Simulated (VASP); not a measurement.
Input of a VASP 6.6.1 run:

Contents of INCAR:

```
ALGO     = Normal         # electronic algorithm
EDIFF    = 1E-6           # SCF threshold, eV
ENCUT    = 500            # plane-wave cutoff, eV
GGA      = PE             # functional
GGA_COMPAT= False        
ISIF     = 2              # what is computed and relaxed
ISMEAR   = 0              # smearing method
ISPIN    = 2              # spin polarisation
IVDW     = 12             # dispersion correction
LASPH    = True           # aspherical terms in the spheres
LCHARG   = False          # write CHGCAR
LMAXMIX  = 4              # l up to which the mixer works
LORBIT   = 11             # projections on sites
LREAL    = False          # projectors in reciprocal space
LWAVE    = False          # write WAVECAR
MAGMOM   = 1 1 0 0 0 0    # initial moments
NBANDS   = 39             # bands
NELM     = 200            # most SCF steps
PREC     = Accurate       # precision mode
SIGMA    = 0.1            # smearing width, eV
```

File KPOINTS:

```
k-points
0
Gamma
  6 6 2
```

File POSCAR:

```
MoS2
1.0
    3.1610016016      0.0000000000      0.0000000000
   -1.5805008008      2.7375076884      0.0000000000
    0.0000000000      0.0000000000     12.2950000000
Mo S
2 4
Direct
    0.3333333333      0.6666666667      0.2500000000
    0.6666666667      0.3333333333      0.7500000000
    0.3333333333      0.6666666667      0.6275000000
    0.6666666667      0.3333333333      0.1275000000
    0.3333333333      0.6666666667      0.8725000000
    0.6666666667      0.3333333333      0.3725000000
```

Potentials or basis: VASP PAW PBE potentials, release 64 (Mo_sv, S).

The run is started by

```console
$ cat potpaw_PBE.64/Mo_sv/POTCAR potpaw_PBE.64/S/POTCAR > POTCAR
$ mpirun -np 1 vasp_std > vasp.out
```

Task: What does it give for the dispersion energy per atom?

Result: -0.427 eV.

Task: Estimate the band gap on the k mesh.

Result: 0.73 eV, indirect (least direct gap 1.59 eV).

Forces on the atoms (eV/Å):
```
Mo   0.000  0.000  0.000
Mo   0.000  0.000  0.000
S    0.000  0.000 -1.207
S    0.000  0.000 -1.207
S    0.000  0.000  1.207
S    0.000  0.000  1.207
```

Caveat: forces of over 1 eV/Å act on the atoms, so gaps and moduli don't describe the material at rest. A k mesh can miss the band edges.
